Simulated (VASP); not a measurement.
# Sb (Fm-3m) in VASP: single point with PBE

Aim: the single point of Sb with PBE.

All numbers are computed with VASP 6.6.1; they aren't measurements. Logs are shortened: lines on timing, memory, paths and dates and some standing lists are left out, and cuts for length are marked.

### 1 The cell of the first run

It takes space group Fm-3m (No. 225, cubic). Conventional cell: a = 4.796 Å, b = 4.796 Å, c = 4.796 Å, α = 90.00°, β = 90.00°, γ = 90.00°. Within 4.5 Å of Sb (site symmetry m-3m) lie 12 Sb at 3.39 Å.

This isn't the form of Sb at room conditions, which is rhombohedral.

### 2 Single point, PBE, non-collinear spin, zero start, spin-orbit coupling

INCAR reads:

```
SYSTEM = Sb
PREC     = Accurate       ! precision mode
ENCUT    = 520            ! plane-wave cutoff, eV
EDIFF    = 1E-6           ! SCF threshold, eV
ISMEAR   = -1             ! smearing method
SIGMA    = 0.05           ! smearing width, eV
LREAL    = .False.        ! projectors in reciprocal space
LASPH    = .True.         ! aspherical terms in the spheres
NELM     = 150            ! most SCF steps
ALGO     = Normal         ! electronic algorithm
ISIF     = 2              ! what is computed and relaxed
LWAVE    = .False.        ! write WAVECAR
LCHARG   = .False.        ! write CHGCAR
MAGMOM   = 0 0 0          ! initial moments
LORBIT   = 11             ! projections on sites
LSORBIT  = .True.         ! spin-orbit coupling
GGA_COMPAT= .False.      
LORBMOM  = .True.       
GGA      = PE             ! functional
NBANDS   = 16             ! bands
```

KPOINTS reads:

```
regular mesh
0
Gamma
  15 15 15
  0 0 0
```

POSCAR reads:

```
Sb
1.0
    0.0000000000      2.3981479053      2.3981479053
    2.3981479053      0.0000000000      2.3981479053
    2.3981479053      2.3981479053      0.0000000000
Sb
1
Direct
    0.0000000000      0.0000000000      0.0000000000
```

Potentials or basis: VASP PAW PBE potentials, release 64 (Sb).

Command:

```sh
$ cat potpaw_PBE.64/Sb/POTCAR > POTCAR
$ mpirun -np 1 vasp_ncl > vasp.out
```

OUTCAR:

```text
SYSTEM = Sb
   PREC = Accurate
   ENCUT = 520
   EDIFF = 1E-6
   ISMEAR = -1
   LREAL = .False.
   LASPH = .True.
   NELM = 150
   ISIF = 2
   LORBIT = 11
   LSORBIT = .True.
   GGA = PE

 ion  position               nearest neighbor table
   1  0.000  0.000  0.000-

  LATTYP: Found a face centered cubic cell.
 ALAT       =     4.7962958106

  Lattice vectors:

 A1 = (   0.0000000000,   2.3981479053,   2.3981479053)
 A2 = (   2.3981479053,   0.0000000000,   2.3981479053)
 A3 = (   2.3981479053,   2.3981479053,   0.0000000000)

Analysis of symmetry for initial positions (statically):
=====================================================================
 Subroutine PRICEL returns:
 Original cell was already a primitive cell.

 Routine SETGRP: Setting up the symmetry group for a
 face centered cubic supercell.

 Subroutine GETGRP returns: Found 48 space group operations
 (whereof 48 operations were pure point group operations)
 out of a pool of 48 trial point group operations.

The static configuration has the point symmetry O_h .

Analysis of symmetry for dynamics (positions and initial velocities):
=====================================================================
 Subroutine PRICEL returns:
 Original cell was already a primitive cell.

 Routine SETGRP: Setting up the symmetry group for a
 face centered cubic supercell.

 Subroutine GETGRP returns: Found 48 space group operations
 (whereof 48 operations were pure point group operations)
 out of a pool of 48 trial point group operations.

The dynamic configuration has the point symmetry O_h .

Analysis of structural, dynamic, and magnetic symmetry:
=====================================================================
 Subroutine PRICEL returns:
 Original cell was already a primitive cell.

 Routine SETGRP: Setting up the symmetry group for a
 face centered cubic supercell.

 Subroutine GETGRP returns: Found 48 space group operations
 (whereof 48 operations were pure point group operations)
 out of a pool of 48 trial point group operations.

The overall configuration has the point symmetry O_h .

 Subroutine INISYM returns: Found 48 space group operations
 (whereof 48 operations are pure point group operations),
 and found     1 'primitive' translations

----------------------------------------------------------------------------------------

                                     Primitive cell

  volume of cell :      27.5840

  direct lattice vectors                    reciprocal lattice vectors
     0.000000000  2.398147905  2.398147905    -0.208494230  0.208494230  0.208494230
     2.398147905  0.000000000  2.398147905     0.208494230 -0.208494230  0.208494230
     2.398147905  2.398147905  0.000000000     0.208494230  0.208494230 -0.208494230

  length of vectors
     3.391493292  3.391493292  3.391493292     0.361122599  0.361122599  0.361122599

  position of ions in fractional coordinates (direct lattice)
     0.000000000  0.000000000  0.000000000

  ion indices of the primitive-cell ions
   primitive index   ion index
                 1           1

----------------------------------------------------------------------------------------

 KPOINTS: regular mesh

Automatic generation of k-mesh.
 Grid dimensions read from file:
 generate k-points for:   15   15   15

 Generating k-lattice:

  Cartesian coordinates                     Fractional coordinates (reciprocal lattice)
    -0.013899615  0.013899615  0.013899615     0.066666667  0.000000000  0.000000000
     0.013899615 -0.013899615  0.013899615     0.000000000  0.066666667  0.000000000
     0.013899615  0.013899615 -0.013899615     0.000000000  0.000000000  0.066666667

  Length of vectors
     0.024074840  0.024074840  0.024074840

  Shift w.r.t. Gamma in fractional coordinates (k-lattice)
     0.000000000  0.000000000  0.000000000

 Subroutine IBZKPT returns following result:
 ===========================================
[... 45 lines left out ...]
   LASPH  =      T    aspherical Exc in radial PAW
   ENCUT  =  520.0 eV  38.22 Ry    6.18 a.u.   6.31  6.31  6.31*2*pi/ulx,y,z
   NELM   =    150;   NELMIN=  2; NELMDL= -5     # of ELM steps
   EDIFF  = 0.1E-05   stopping-criterion for ELM
   LREAL  =      F    real-space projection
   EDIFFG = 0.1E-04   stopping-criterion for IOM
   NSW    =      0    number of steps for IOM
   IBRION =     -1    ionic relax: 0-MD 1-quasi-New 2-CG
   NFREE  =      0    steps in history (QN), initial steepest desc. (CG)
   ISIF   =      2    stress and relaxation
   ISYM   =      2    0-nonsym 1-usesym 2-fastsym
   POTIM  = 0.5000    time-step for ionic-motion
   TEBEG  =    0.0;   TEEND  =   0.0 temperature during run
   PSTRESS=    0.0 pullay stress
   NELECT =       5.0000    total number of electrons
   NUPDOWN=      -1.0000    fix difference up-down
   EMIN   =  10.00;   EMAX   =-10.00  energy-range for DOS
   EFERMI =   0.00;   METHOD = LEGACY
   ISMEAR =    -1;   SIGMA  =   0.05  broadening in eV -4-tet -1-fermi 0-gaus
   EFERMI_NEDOS =   21; number of points for ismear=-14 and -15
   IALGO  =     38    algorithm
   IMIX   =      4    mixing-type and parameters
     AMIX     =   0.40;   BMIX     =  1.00
     AMIX_MAG =   1.60;   BMIX_MAG =  1.00
  volume/ion in A,a.u.               =      27.58       186.15
  Fermi-wavevector in a.u.,A,eV,Ry     =   0.926500  1.750832 11.679278  0.858403
  Thomas-Fermi vector in A             =   2.052469
   LORBIT       =     11    0 simple, 1 ext, 2 COOP (PROOUT), +10 PAW based schemes
   GGA     = PE    functional components
   LHFCALC =     F    Hartree Fock is set to
   AEXX    =    0.0000 exact exchange contribution
   IVDW    =     0    specifies the selected vdW correction
   LEPSILON=     F    determine dielectric tensor
   LRPA    =     F    only Hartree local field effects (RPA)
  energy-cutoff  :      520.00
  volume of cell :       27.58
 maximum number of plane-waves:      1512
 NGX is ok and might be reduce to    28
   NGX = 13   NGY = 13   NGZ = 13

 number of electron       5.0000000 magnetization       0.0000000      0.0000000      0.0000000

 number of electron       5.0000000 magnetization      -0.0000000     -0.0000000     -0.0000000

 number of electron       5.0000000 magnetization      -0.0000000      0.0000000     -0.0000000

 number of electron       5.0000000 magnetization       0.0000000     -0.0000000      0.0000000

 Free energy of the ion-electron system (eV)
  ---------------------------------------------------
  ext. energy  EPLUGINS =         0.00000000
  ---------------------------------------------------
  free energy    TOTEN  =        -3.90232095 eV

  energy without entropy =       -3.89791443  energy(sigma->0) =       -3.90011769

 E-fermi :   8.2345     XC(G=0): -10.1248

 val. band max:        8.1952964970   @ k =  -0.2000   0.0667   0.0000
 cond. band min:       8.2601359072   @ k =  -0.2000   0.2000   0.0000
 fundamental gap:      0.0648394103
 Fermi energy:         8.2344911517

 k-point     1 :       0.0000    0.0000    0.0000
  band No.  band energies     occupation
      1      -4.5183      1.00000
      2      -4.5183      1.00000
      3      12.5569      0.00000
      4      12.5569      0.00000
      5      13.7521      0.00000
      6      13.7521      0.00000
[... 433 lines left out ...]
      3      10.0321      0.00000
      4      10.0321      0.00000
      5      11.4122      0.00000
      6      11.4122      0.00000
[... 8 lines left out ...]
     15      20.5669      0.00000
     16      20.5669      0.00000

 [... further k-points ...]
[... 5 lines left out ...]
  --------------------------------------------------------------------------------------
  -------------------------------------------------------------------------------------
  Total       -0.0236170     -0.0236170     -0.0236170     -0.0000000      0.0000000      0.0000000
  in kB       -1.3717550     -1.3717550     -1.3717550     -0.0000000      0.0000000      0.0000000
  external PRESSURE =      -1.3717550 kB  Pullay stress =       0.0000000 kB

 VOLUME and BASIS-vectors are now :
 -----------------------------------------------------------------------------
  energy-cutoff  :      520.00
  volume of cell :       27.58
      direct lattice vectors                 reciprocal lattice vectors
     0.000000000  2.398147905  2.398147905    -0.208494230  0.208494230  0.208494230
     2.398147905  0.000000000  2.398147905     0.208494230 -0.208494230  0.208494230
     2.398147905  2.398147905  0.000000000     0.208494230  0.208494230 -0.208494230

 POSITION                                       TOTAL-FORCE (eV/Angst)
 -----------------------------------------------------------------------------------
      0.00000      0.00000      0.00000         0.000000     -0.000000      0.000000
 -----------------------------------------------------------------------------------
    total drift:                                0.000000      0.000000      0.000000

  FREE ENERGIE OF THE ION-ELECTRON SYSTEM (eV)
  ---------------------------------------------------
  free  energy   TOTEN  =        -3.9023209519 eV

  energy  without entropy=       -3.8979144258  energy(sigma->0) =       -3.90011769

 orbital moment (x)

 # of ion     p       d       tot
 ----------------------------------------
  1         0.000   0.000   0.000
 ----------------------------------------
            0.000   0.000   0.000

 orbital moment (y)

 # of ion     p       d       tot
 ----------------------------------------
  1         0.000   0.000   0.000
 ----------------------------------------
            0.000   0.000   0.000

 orbital moment (z)

 # of ion     p       d       tot
 ----------------------------------------
  1         0.000  -0.000  -0.000
 ----------------------------------------
            0.000  -0.000  -0.000

 Spin-Orbit-Coupling matrix elements

 Ion:    1  E_soc:     -0.1505387
 l=   1
     0.0000000    -0.0248638    -0.0248638
    -0.0248638     0.0000000    -0.0248638
    -0.0248638    -0.0248638     0.0000000
 l=   2
     0.0000000    -0.0000613     0.0000000    -0.0000613    -0.0001646
    -0.0000613     0.0000000    -0.0001235    -0.0000613    -0.0000412
     0.0000000    -0.0001235     0.0000000    -0.0001235     0.0000000
    -0.0000613    -0.0000613    -0.0001235     0.0000000    -0.0000412
    -0.0001646    -0.0000412     0.0000000    -0.0000412     0.0000000
 l=   3
     0.0000000     0.0000000     0.0000000     0.0000000     0.0000000     0.0000000     0.0000000
     0.0000000     0.0000000     0.0000000     0.0000000     0.0000000     0.0000000     0.0000000
     0.0000000     0.0000000     0.0000000     0.0000000     0.0000000     0.0000000     0.0000000
     0.0000000     0.0000000     0.0000000     0.0000000     0.0000000     0.0000000     0.0000000
     0.0000000     0.0000000     0.0000000     0.0000000     0.0000000     0.0000000     0.0000000
     0.0000000     0.0000000     0.0000000     0.0000000     0.0000000     0.0000000     0.0000000
     0.0000000     0.0000000     0.0000000     0.0000000     0.0000000     0.0000000     0.0000000

 total charge

# of ion       s       p       d       tot
------------------------------------------
    1        1.258   1.028   0.038   2.324

 magnetization (x)

# of ion       s       p       d       tot
------------------------------------------
    1       -0.000   0.000   0.000  -0.000

 magnetization (y)

# of ion       s       p       d       tot
------------------------------------------
    1        0.000   0.000   0.000   0.000

 magnetization (z)

# of ion       s       p       d       tot
------------------------------------------
    1        0.000   0.000   0.000   0.000
```

It took 2.8 min on 1 thread of Intel Xeon 8259CL, shared host; peak memory 0.28 GiB.

Results:

* Free energy: -3.9023 eV
* Pressure: -0.1 GPa
* Net moment: 0.00 μB per cell
* Valence electrons inside the program's atomic spheres: Sb 2.32

Moments on the atoms (μB; x, y, z):
```
Sb  0.00 0.00 0.00
```
